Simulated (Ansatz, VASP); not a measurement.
This is a calculation of ZnS for VASP 6.6.1.

INCAR

```
SYSTEM = ZnS
ALGO = Normal
EDIFF = 1E-7
ENCUT = 520
GGA = PE
ISIF = 2
ISMEAR = -5
ISPIN = 2
LASPH = .True.
LCHARG = .False.
LORBIT = 11
LREAL = .False.
LWAVE = .False.
MAGMOM = 0.58 0
NBANDS = 20
NELM = 150
PREC = Accurate
SIGMA = 0.05
```

File KPOINTS:

```
k-points
0
Gamma
  9 9 9
  0 0 0
```

Contents of POSCAR:

```
ZnS
1.0
    0.0000000000      2.7375567091      2.7375567091
    2.7375567091      0.0000000000      2.7375567091
    2.7375567091      2.7375567091      0.0000000000
Zn S
1 1
Direct
    0.7500000000      0.7500000000      0.7500000000
    0.0000000000      0.0000000000      0.0000000000
```

Potentials or basis: VASP PAW PBE potentials, release 64 (Zn, S).

Launch:

```sh
$ cat potpaw_PBE.64/Zn/POTCAR potpaw_PBE.64/S/POTCAR > POTCAR
$ mpirun -np 1 vasp_std > vasp.out
```

**Question.** Translate it to Ansatz 0.2.0. Potentials there: PseudoDojo standard (PBEsol files).

**Answer.** As run (the cutoff follows the program's own potentials):

File input.yaml:

```yaml
crystal:
  lattice:
    - [0.0, 2.7375567091, 2.7375567091]
    - [2.7375567091, 0.0, 2.7375567091]
    - [2.7375567091, 2.7375567091, 0.0]
  atoms:
    - { symbol: Zn, position: [0.75, 0.75, 0.75], spin: 0.58 }
    - { symbol: S, position: [0.0, 0.0, 0.0] }
hamiltonian:
  xc: pbe
  pseudopotentials: { kind: nc, accuracy: standard, xc_functional: pbesol }
magnetization:
  spin_polarized: true
kpoints:
  mp_grid: { grid: [9, 9, 9] }
scf:
  occupations: { method: tetrahedron }
output:
  forces: true
  stress: true
```

Potentials or basis: PseudoDojo standard (PBEsol files).

Run with:

```sh
$ ansatz run input.yaml --threads 1 --pin off --max-ram 2560MiB --backend cpu --events-out ev --progress --plain --runs-dir out
```

Both were run:

|  | VASP | Ansatz | Ansatz less VASP |
| --- | --- | --- | --- |
| gap on the k mesh at the Fermi level (eV) | 1.94 | 1.98 | +0.034 |
| least direct gap on the mesh (eV) | 1.94 | 1.98 | +0.034 |
| pressure (GPa) | -1.0 | -1.2 | -0.15 |
| net moment per atom (μB) | 0.00 | 0.00 | 0.000 |

With one functional, cell and mesh, what is left measures potentials, basis and numerics. VASP's potentials hold 18 valence electrons a cell and Ansatz's 26, so a difference there can come from the potentials and not from the codes.

Noted on Ansatz's run: odd divisions of the mesh miss points on the zone boundary, where band edges often lie, so the gap on the mesh can be too wide.
